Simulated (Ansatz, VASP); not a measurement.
Two plane-wave programs on Zr5TiN6

```
Zr Ti N
1.0
     3.21791    0.00076   -0.00084
     0.00075    3.21910    0.00096
    -0.00339    0.00386   13.63786
Zr Ti N
5 1 6
Cartesian
  -0.0028 0.0033 11.3280
  1.6095 1.6100 -0.0002
  -0.0006 0.0004 2.3096
  1.6081 1.6112 4.6367
  1.6071 1.6127 9.0014
  -0.0017 0.0020 6.8192
  0.0002 0.0001 -0.0003
  1.6088 1.6104 2.3053
  -0.0012 0.0013 4.6335
  1.6074 1.6117 6.8191
  -0.0023 0.0027 9.0046
  1.6065 1.6132 11.3328
```

Change from the starting cell: cell x1, atoms moved at random (sigma 0.15 Å) and cell strained at random (1.5 %), then relaxed without symmetry.

Alike in both runs: functional PBE; k mesh 6 × 6 × 2; occupations gaussian, width 0.2 eV; no spin polarisation.

Ansatz relaxed the structure, and its values are those at the end. VASP's run is a single point on that final structure, the one shown.

|  | VASP | Ansatz |
| --- | --- | --- |
| version | VASP 6.6.1 | Ansatz 0.2.0 |
| potentials or method | VASP PAW PBE potentials, release 64 (Zr_sv, Ti_sv, N), cutoff 520 eV | scalar-relativistic, plane waves, PAW |
| valence electrons in the cell | 102 | 102 |

```csv
,VASP,Ansatz,Ansatz less VASP
gap on the k mesh at the Fermi level (eV),none,none,-
pressure (GPa),0.2,0.0,-0.24
```

A gap of «none» marks a metal or a gap that the smearing closes.
